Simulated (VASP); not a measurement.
Wanted: the native input for a VASP 6.6.1 run.

| Item | Value |
| --- | --- |
| Task | single point |
| Functional | PBE |
| Potentials or basis | VASP PAW PBE potentials, release 64 (Mo_sv) |
| Cutoff | 520 eV |
| k mesh | 18 × 18 × 18 |
| Occupations | gaussian, width 0.1 eV |
| Spin | no spin polarisation |
| Dipole correction | no |
| Further INCAR settings | ALGO = Normal; EDIFF = 1e-06; NBANDS = 13 |

The structure of Mo lies in POSCAR:

```
Mo
1.0
   -1.5802186790      1.5802186790      1.5802186790
    1.5802186790     -1.5802186790      1.5802186790
    1.5802186790      1.5802186790     -1.5802186790
Mo
1
Direct
    0.0000000000      0.0000000000      0.0000000000
```

These files were run (other wordings do the same):

INCAR

```
SYSTEM = Mo
  PREC = Accurate
  ENCUT = 520
  EDIFF = 1E-6
  ISMEAR = 0
  SIGMA = 0.1
  LREAL = .False.
  LASPH = .True.
  NELM = 80
  ALGO = Normal
  ISIF = 2
  LWAVE = .False.
  LCHARG = .False.
  GGA = PE
  NBANDS = 13
```

KPOINTS

```
Automatic mesh
0
Gamma
  18 18 18
  0 0 0
```

Potentials or basis: VASP PAW PBE potentials, release 64 (Mo_sv).

The run is started by

```bash
$ cat potpaw_PBE.64/Mo_sv/POTCAR > POTCAR
$ mpirun -np 1 vasp_std > vasp.out
```

Results of the run:

```json
{
  "Pressure": "0.5 GPa",
  "Band gap on the k mesh": "zero (band 7 reaches 16.36 eV, above the bottom of band 8 at 11.09 eV)"
}
```

Run time: 18 s on 1 thread of Intel Xeon 6975P-C, on a shared host, peak memory 0.15 GiB.
